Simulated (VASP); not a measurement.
# InPd (Pm-3m) in VASP: notebook

InPd is run at these levels: r2SCAN; tasks: single point, relaxation of cell and atoms.

Program: VASP 6.6.1. These are calculated values, not measurements. Logs are shortened: lines on timing, memory, paths and dates and some standing lists are left out, and cuts for length are marked.

## 1. The cell of the first run

Symmetry: Pm-3m, No. 221, cubic system. The conventional cell has a = 3.267 Å, b = 3.267 Å, c = 3.267 Å, α = 90.00°, β = 90.00°, γ = 90.00°. Within 3.7 Å of In (site symmetry m-3m) lie 8 Pd at 2.83 Å and 6 In at 3.27 Å. Pd (site symmetry m-3m) has 8 In at 2.83 Å and 6 Pd at 3.27 Å within 3.7 Å.

## 2. Single point, r2SCAN

The input, POSCAR:

```
InPd
1.0
    3.2673608432      0.0000000000      0.0000000000
    0.0000000000      3.2673608432      0.0000000000
    0.0000000000      0.0000000000      3.2673608432
In Pd
1 1
Direct
    0.0000000000      0.0000000000      0.0000000000
    0.5000000000      0.5000000000      0.5000000000
```

The input, INCAR.step1:

```
SYSTEM = InPd
PREC     = Accurate       ! precision mode
ENCUT    = 520            ! plane-wave cutoff, eV
ISMEAR   = -1             ! smearing method
SIGMA    = 0.1            ! smearing width, eV
LREAL    = .False.        ! projectors in reciprocal space
LASPH    = .True.         ! aspherical terms in the spheres
NELM     = 100            ! most SCF steps
NBANDS   = 18             ! bands
GGA      = PE             ! functional
ALGO     = Normal         ! electronic algorithm
EDIFF    = 1E-4           ! SCF threshold, eV
LWAVE    = .True.         ! write WAVECAR
LCHARG   = .False.        ! write CHGCAR
```

The input, INCAR.step2:

```
SYSTEM = InPd
PREC     = Accurate       ! precision mode
ENCUT    = 520            ! plane-wave cutoff, eV
EDIFF    = 1E-6           ! SCF threshold, eV
ISMEAR   = -1             ! smearing method
SIGMA    = 0.1            ! smearing width, eV
LREAL    = .False.        ! projectors in reciprocal space
LASPH    = .True.         ! aspherical terms in the spheres
NELM     = 100            ! most SCF steps
ALGO     = Normal         ! electronic algorithm
ISIF     = 2              ! what is computed and relaxed
LWAVE    = .False.        ! write WAVECAR
LCHARG   = .False.        ! write CHGCAR
METAGGA  = R2SCAN         ! meta-GGA
LMIXTAU  = .True.       
NBANDS   = 18             ! bands
ISTART   = 1
```

The input, KPOINTS:

```
Automatic mesh
0
Gamma
  14 14 14
  0 0 0
```

Potentials or basis: VASP PAW PBE potentials, release 64 (In_d, Pd).

Command:

```bash
$ cat potpaw_PBE.64/In_d/POTCAR potpaw_PBE.64/Pd/POTCAR > POTCAR
$ cp INCAR.step1 INCAR
$ mpirun -np 1 vasp_std > vasp.out
$ cp INCAR.step2 INCAR
$ mpirun -np 1 vasp_std > vasp.out
```

OUTCAR:

```text
SYSTEM = InPd
   PREC = Accurate
   ENCUT = 520
   EDIFF = 1E-6
   ISMEAR = -1
   LREAL = .False.
   LASPH = .True.
   NELM = 100
   ISIF = 2
   METAGGA = R2SCAN
   ISTART = 1

 ion  position               nearest neighbor table
   1  0.000  0.000  0.000-   2 2.83   2 2.83   2 2.83   2 2.83   2 2.83   2 2.83   2 2.83   2 2.83

   2  0.500  0.500  0.500-   1 2.83   1 2.83   1 2.83   1 2.83   1 2.83   1 2.83   1 2.83   1 2.83

  LATTYP: Found a simple cubic cell.
 ALAT       =     3.2673608432

  Lattice vectors:

 A1 = (   3.2673608432,   0.0000000000,   0.0000000000)
 A2 = (   0.0000000000,   3.2673608432,   0.0000000000)
 A3 = (   0.0000000000,   0.0000000000,   3.2673608432)

Analysis of symmetry for initial positions (statically):
=====================================================================
 Subroutine PRICEL returns:
 Original cell was already a primitive cell.

 Routine SETGRP: Setting up the symmetry group for a
 simple cubic supercell.

 Subroutine GETGRP returns: Found 48 space group operations
 (whereof 48 operations were pure point group operations)
 out of a pool of 48 trial point group operations.

The static configuration has the point symmetry O_h .

Analysis of symmetry for dynamics (positions and initial velocities):
=====================================================================
 Subroutine PRICEL returns:
 Original cell was already a primitive cell.

 Routine SETGRP: Setting up the symmetry group for a
 simple cubic supercell.

 Subroutine GETGRP returns: Found 48 space group operations
 (whereof 48 operations were pure point group operations)
 out of a pool of 48 trial point group operations.

The dynamic configuration has the point symmetry O_h .

 Subroutine INISYM returns: Found 48 space group operations
 (whereof 48 operations are pure point group operations),
 and found     1 'primitive' translations

----------------------------------------------------------------------------------------

                                     Primitive cell

  volume of cell :      34.8812

  direct lattice vectors                    reciprocal lattice vectors
     3.267360843  0.000000000  0.000000000     0.306057411  0.000000000  0.000000000
     0.000000000  3.267360843  0.000000000     0.000000000  0.306057411  0.000000000
     0.000000000  0.000000000  3.267360843     0.000000000  0.000000000  0.306057411

  length of vectors
     3.267360843  3.267360843  3.267360843     0.306057411  0.306057411  0.306057411

  position of ions in fractional coordinates (direct lattice)
     0.000000000  0.000000000  0.000000000
     0.500000000  0.500000000  0.500000000

  ion indices of the primitive-cell ions
   primitive index   ion index
                 1           1
                 2           2

----------------------------------------------------------------------------------------

 KPOINTS: Automatic mesh

Automatic generation of k-mesh.
 Grid dimensions read from file:
 generate k-points for:   14   14   14

 Generating k-lattice:

  Cartesian coordinates                     Fractional coordinates (reciprocal lattice)
     0.021861244  0.000000000  0.000000000     0.071428571  0.000000000  0.000000000
     0.000000000  0.021861244  0.000000000     0.000000000  0.071428571  0.000000000
     0.000000000  0.000000000  0.021861244     0.000000000  0.000000000  0.071428571

  Length of vectors
     0.021861244  0.021861244  0.021861244

  Shift w.r.t. Gamma in fractional coordinates (k-lattice)
     0.000000000  0.000000000  0.000000000

 Subroutine IBZKPT returns following result:
 ===========================================

 Found    120 irreducible k-points:

 Following reciprocal coordinates:
            Coordinates               Weight
  0.000000  0.000000  0.000000      1.000000
  0.071429  0.000000  0.000000      6.000000
  0.142857  0.000000  0.000000      6.000000
  0.214286  0.000000  0.000000      6.000000
  0.285714  0.000000  0.000000      6.000000
  0.357143  0.000000  0.000000      6.000000
[... 16 lines left out ...]
  0.285714  0.214286  0.000000     24.000000
  0.357143  0.214286  0.000000     24.000000
 [... further k-points ...]
   k-points           NKPTS =    120   k-points in BZ     NKDIM =    120   number of bands    NBANDS=     18
   number of dos      NEDOS =    301   number of ions     NIONS =      2
   total plane-waves  NPLWV =  13824
   dimension x,y,z NGX =    24 NGY =   24 NGZ =   24
   dimension x,y,z NGXF=    48 NGYF=   48 NGZF=   48
   ions per type =               1   1
   NGX,Y,Z   is equivalent  to a cutoff of  12.21, 12.21, 12.21 a.u.
   NGXF,Y,Z  is equivalent  to a cutoff of  24.42, 24.42, 24.42 a.u.
 SYSTEM =  InPd
   PREC   = accura    normal or accurate (medium, high low for compatibility)
   ISTART =      1    job   : 0-new  1-cont  2-samecut
   ICHARG =      0    charge: 1-file 2-atom 10-const
   ISPIN  =      1    spin polarized calculation?
   LNONCOLLINEAR =      F non collinear calculations
   LSORBIT =      F    spin-orbit coupling
   LASPH  =      T    aspherical Exc in radial PAW
   ENCUT  =  520.0 eV  38.22 Ry    6.18 a.u.   6.08  6.08  6.08*2*pi/ulx,y,z
   NELM   =    100;   NELMIN=  2; NELMDL=  0     # of ELM steps
   EDIFF  = 0.1E-05   stopping-criterion for ELM
   LREAL  =      F    real-space projection
   EDIFFG = 0.1E-04   stopping-criterion for IOM
   NSW    =      0    number of steps for IOM
   IBRION =     -1    ionic relax: 0-MD 1-quasi-New 2-CG
   NFREE  =      0    steps in history (QN), initial steepest desc. (CG)
   ISIF   =      2    stress and relaxation
   ISYM   =      2    0-nonsym 1-usesym 2-fastsym
   POTIM  = 0.5000    time-step for ionic-motion
   TEBEG  =    0.0;   TEEND  =   0.0 temperature during run
   PSTRESS=    0.0 pullay stress
   NELECT =      23.0000    total number of electrons
   NUPDOWN=      -1.0000    fix difference up-down
   EMIN   =  10.00;   EMAX   =-10.00  energy-range for DOS
   EFERMI =   0.00;   METHOD = LEGACY
   ISMEAR =    -1;   SIGMA  =   0.10  broadening in eV -4-tet -1-fermi 0-gaus
   EFERMI_NEDOS =   21; number of points for ismear=-14 and -15
   IALGO  =     38    algorithm
   IMIX   =      4    mixing-type and parameters
     AMIX     =   0.40;   BMIX     =  1.00
     AMIX_MAG =   1.60;   BMIX_MAG =  1.00
  volume/ion in A,a.u.               =      17.44       117.69
  Fermi-wavevector in a.u.,A,eV,Ry     =   1.424909  2.692687 27.624787  2.030365
  Thomas-Fermi vector in A             =   2.545349
   LORBIT       =      0    0 simple, 1 ext, 2 COOP (PROOUT), +10 PAW based schemes
   METAGGA = R2SCAN    functional components
   LHFCALC =     F    Hartree Fock is set to
   AEXX    =    0.0000 exact exchange contribution
   IVDW    =     0    specifies the selected vdW correction
   LEPSILON=     F    determine dielectric tensor
   LRPA    =     F    only Hartree local field effects (RPA)
 non-spin polarized calculation
  energy-cutoff  :      520.00
  volume of cell :       34.88
 maximum number of plane-waves:       968
   NGX = 13   NGY = 13   NGZ = 13

 number of electron      22.9999995 magnetization

 Free energy of the ion-electron system (eV)
  ---------------------------------------------------
  ext. energy  EPLUGINS =         0.00000000
  ---------------------------------------------------
  free energy    TOTEN  =       -46.65401201 eV

  energy without entropy =      -46.63377882  energy(sigma->0) =      -46.64389542

 E-fermi :  10.5547     XC(G=0): -13.2740

 val. band max:       10.5211929757   @ k =   0.3571   0.2143   0.1429
 cond. band min:      10.5770209737   @ k =   0.2857   0.0714   0.0000
 fundamental gap:      0.0558279980
 Fermi energy:        10.5546797908

 k-point     1 :       0.0000    0.0000    0.0000
  band No.  band energies     occupation
      1      -5.1036      2.00000
      2      -5.1036      2.00000
      3      -4.6741      2.00000
      4      -4.6741      2.00000
      5      -4.6741      2.00000
      6      -0.0186      2.00000
[... 10 lines left out ...]
     17      21.3848      0.00000
     18      27.2679      0.00000

 k-point     2 :       0.0714    0.0000    0.0000
  band No.  band energies     occupation
      1      -5.1006      2.00000
      2      -5.0852      2.00000
      3      -4.6797      2.00000
      4      -4.6797      2.00000
      5      -4.6724      2.00000
      6       0.0665      2.00000
[... 10 lines left out ...]
     17      21.9257      0.00000
     18      27.0539      0.00000

 k-point     3 :       0.1429    0.0000    0.0000
  band No.  band energies     occupation
      1      -5.0920      2.00000
      2      -5.0337      2.00000
      3      -4.6954      2.00000
      4      -4.6954      2.00000
      5      -4.6677      2.00000
      6       0.3216      2.00000
[... 10 lines left out ...]
     17      23.5851      0.00000
     18      26.5592      0.00000

 k-point     4 :       0.2143    0.0000    0.0000
  band No.  band energies     occupation
      1      -5.0795      2.00000
      2      -4.9594      2.00000
      3      -4.7179      2.00000
      4      -4.7179      2.00000
      5      -4.6610      2.00000
      6       0.7444      2.00000
[... 10 lines left out ...]
     17      25.7424      0.00000
     18      26.0162      0.00000

 k-point     5 :       0.2857    0.0000    0.0000
  band No.  band energies     occupation
      1      -5.0656      2.00000
      2      -4.8773      2.00000
      3      -4.7428      2.00000
      4      -4.7428      2.00000
      5      -4.6535      2.00000
      6       1.3301      2.00000
[... 10 lines left out ...]
     17      25.5318      0.00000
     18      25.5508      0.00000

 k-point     6 :       0.3571    0.0000    0.0000
  band No.  band energies     occupation
      1      -5.0531      2.00000
      2      -4.8037      2.00000
      3      -4.7651      2.00000
      4      -4.7651      2.00000
      5      -4.6467      2.00000
      6       2.0670      2.00000
[... 307 lines left out ...]
 k-point    21 :       0.5000    0.1429    0.0000
  band No.  band energies     occupation
      1      -4.9984      2.00000
      2      -4.8384      2.00000
      3      -4.7927      2.00000
      4      -4.6994      2.00000
      5      -4.6754      2.00000
      6       3.7321      2.00000
[... 10 lines left out ...]
     17      22.1451      0.00000
     18      23.7270      0.00000

 k-point    22 :       0.2143    0.2143    0.0000
  band No.  band energies     occupation
      1      -5.0072      2.00000
      2      -4.8663      2.00000
      3      -4.7878      2.00000
      4      -4.7309      2.00000
      5      -4.7003      2.00000
      6       1.4700      2.00000
[... 10 lines left out ...]
     17      24.9246      0.00000
     18      25.9400      0.00000

 k-point    23 :       0.2857    0.2143    0.0000
  band No.  band energies     occupation
      1      -4.9876      2.00000
      2      -4.8266      2.00000
      3      -4.7915      2.00000
      4      -4.7526      2.00000
      5      -4.7082      2.00000
      6       2.0122      2.00000
[... 10 lines left out ...]
     17      24.6543      0.00000
     18      25.8818      0.00000

 k-point    24 :       0.3571    0.2143    0.0000
  band No.  band energies     occupation
      1      -4.9742      2.00000
      2      -4.8609      2.00000
      3      -4.7765      2.00000
      4      -4.7198      2.00000
      5      -4.7109      2.00000
      6       2.6700      2.00000
[... 10 lines left out ...]
     17      24.0699      0.00000
     18      24.5243      0.00000

 [... further k-points ...]
[... 5 lines left out ...]
  --------------------------------------------------------------------------------------
  -------------------------------------------------------------------------------------
  Total        0.1208947      0.1208947      0.1208947      0.0000000      0.0000000     -0.0000000
  in kB        5.5529861      5.5529861      5.5529861      0.0000000      0.0000000     -0.0000000
  external PRESSURE =       5.5529861 kB  Pullay stress =       0.0000000 kB

 VOLUME and BASIS-vectors are now :
 -----------------------------------------------------------------------------
  energy-cutoff  :      520.00
  volume of cell :       34.88
      direct lattice vectors                 reciprocal lattice vectors
     3.267360843  0.000000000  0.000000000     0.306057411  0.000000000  0.000000000
     0.000000000  3.267360843  0.000000000     0.000000000  0.306057411  0.000000000
     0.000000000  0.000000000  3.267360843     0.000000000  0.000000000  0.306057411

 POSITION                                       TOTAL-FORCE (eV/Angst)
 -----------------------------------------------------------------------------------
      0.00000      0.00000      0.00000         0.000000      0.000000      0.000000
      1.63368      1.63368      1.63368         0.000000      0.000000      0.000000
 -----------------------------------------------------------------------------------
    total drift:                                0.000000      0.000000     -0.000000

  FREE ENERGIE OF THE ION-ELECTRON SYSTEM (eV)
  ---------------------------------------------------
  free  energy   TOTEN  =       -46.6540120149 eV

  energy  without entropy=      -46.6337788162  energy(sigma->0) =      -46.64389542
```

Wall time 3.3 min (1 thread of Intel Xeon 8259CL, shared host); peak memory 0.2 GiB.

Results:

```
Free energy            : -46.6540 eV
Pressure               : 0.6 GPa
Band gap on the k mesh : zero (an odd number of electrons rules out a gap without spin polarisation)
```

Caveat: the PAW data sets were made with another functional, which shifts forces and pressure a little; spin-orbit coupling is left out, which moves the levels of the heavy elements.

## 3. Single point, r2SCAN

The input, POSCAR:

```
InPd
1.0
    3.2667621446      0.0000000000      0.0000000000
    0.0000000000      3.2667621446      0.0000000000
    0.0000000000      0.0000000000      3.2667621446
In Pd
1 1
Direct
    0.0000000000      0.0000000000      0.0000000000
    0.5000000000      0.5000000000      0.5000000000
```

The input, INCAR.step1:

```
PREC     = Accurate       # precision mode
ENCUT    = 520            # plane-wave cutoff, eV
ISMEAR   = 0              # smearing method
SIGMA    = 0.005          # smearing width, eV
LREAL    = F              # projectors in reciprocal space
LASPH    = T              # aspherical terms in the spheres
NELM     = 60             # most SCF steps
NBANDS   = 18             # bands
GGA      = PE             # functional
ALGO     = Normal         # electronic algorithm
EDIFF    = 1E-4           # SCF threshold, eV
LWAVE    = T              # write WAVECAR
LCHARG   = F              # write CHGCAR
```

The input, INCAR.step2:

```
PREC     = Accurate       # precision mode
ENCUT    = 520            # plane-wave cutoff, eV
EDIFF    = 1E-6           # SCF threshold, eV
ISMEAR   = 0              # smearing method
SIGMA    = 0.005          # smearing width, eV
LREAL    = F              # projectors in reciprocal space
LASPH    = T              # aspherical terms in the spheres
NELM     = 60             # most SCF steps
ALGO     = Normal         # electronic algorithm
ISIF     = 2              # what is computed and relaxed
LWAVE    = F              # write WAVECAR
LCHARG   = F              # write CHGCAR
METAGGA  = R2SCAN         # meta-GGA
LMIXTAU  = T            
NBANDS   = 18             # bands
ISTART   = 1
```

The input, KPOINTS:

```
regular mesh
0
Gamma
  14 14 14
```

Potentials or basis: VASP PAW PBE potentials, release 64 (In_d, Pd).

Command:

```bash
$ cat potpaw_PBE.64/In_d/POTCAR potpaw_PBE.64/Pd/POTCAR > POTCAR
$ cp INCAR.step1 INCAR
$ mpirun -np 1 vasp_std > vasp.out
$ cp INCAR.step2 INCAR
$ mpirun -np 1 vasp_std > vasp.out
```

Wall time 3.2 min (1 thread of Intel Xeon 8259CL, shared host); peak memory 0.21 GiB.

It converged, with:

```yaml
Free_energy: -46.6443 eV
Pressure: 0.6 GPa
Band_gap_on_the_k_mesh: zero (an odd number of electrons rules out a gap without spin polarisation)
```

Levels at points of the mesh, in eV from the Fermi level:
| k point | band 9 | band 10 | band 11 | band 12 | band 13 | band 14 | band 15 | band 16 |
| --- | --- | --- | --- | --- | --- | --- | --- | --- |
| (0.00, 0.00, 0.00) | -2.51 | -2.51 | -2.51 | 4.41 | 4.41 | 4.41 | 10.08 | 10.81 |
| (0.50, 0.00, 0.00) | -3.53 | -3.53 | -2.58 | -1.29 | 10.04 | 10.04 | 10.10 | 11.13 |
| (0.50, 0.50, 0.00) | -2.94 | -2.56 | -2.56 | -1.93 | 1.54 | 2.53 | 10.03 | 11.84 |
| (0.50, 0.50, 0.50) | -1.88 | -1.88 | 0.16 | 3.86 | 3.86 | 3.86 | 4.49 | 4.49 |

Caveat: the PAW data sets were made with another functional, which shifts forces and pressure a little; spin-orbit coupling is left out, which moves the levels of the heavy elements.

(Continued in part 2 of 2.)
